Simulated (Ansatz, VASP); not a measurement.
# HfO2, level by level in two programs

```
CELL_PARAMETERS angstrom
5.04883 0.00000 0.00000
0.00000 5.11561 0.00000
-0.84706 0.00000 5.14340
ATOMIC_POSITIONS crystal
Hf 0.27550 0.46030 0.70800
Hf 0.72450 0.96030 0.79200
Hf 0.72450 0.53970 0.29200
Hf 0.27550 0.03970 0.20800
O 0.07420 0.16840 0.84670
O 0.92580 0.66840 0.65330
O 0.92580 0.83160 0.15330
O 0.07420 0.33160 0.34670
O 0.44870 0.74190 0.98010
O 0.55130 0.24190 0.51990
O 0.55130 0.25810 0.01990
O 0.44870 0.75810 0.48010
```

Single points on this cell with VASP 6.6.1 and Ansatz 0.2.0. Each row is one pair of runs. Alike in all rows: spin: off; k mesh: 5 × 5 × 5; smearing: fermi-dirac, width 0.05 eV; VASP's potentials, cutoff: VASP PAW PBE potentials, release 64 (Hf_pv, O), 520 eV.

```tsv
level	Ansatz's potentials, cutoff	gap on the k mesh at the Fermi level (eV), VASP	gap on the k mesh at the Fermi level (eV), Ansatz	least direct gap on the mesh (eV), VASP	least direct gap on the mesh (eV), Ansatz
RPBE	Ansatz PAW, 420 eV	4.39	4.43	4.45	4.49
PBE exchange alone	Ansatz PAW, 420 eV	4.42	4.45	4.47	4.50
PBEsol	PseudoDojo standard (PBEsol files), 1143 eV	4.20	4.25	4.26	4.31
```

Gap on the k mesh at the fermi level (eV): the two programs differ by at most 0.05; least direct gap on the mesh (eV): the two programs differ by at most 0.051.

VASP's potentials hold 88 valence electrons a cell and Ansatz's 152; VASP's potentials hold 88 valence electrons a cell and Ansatz's 96, so a difference there can come from the potentials and not from the codes.

Neither program's run includes spin-orbit coupling. Noted on Ansatz's runs: odd divisions of the mesh miss points on the zone boundary, where band edges often lie, so the gap on the mesh can be too wide.
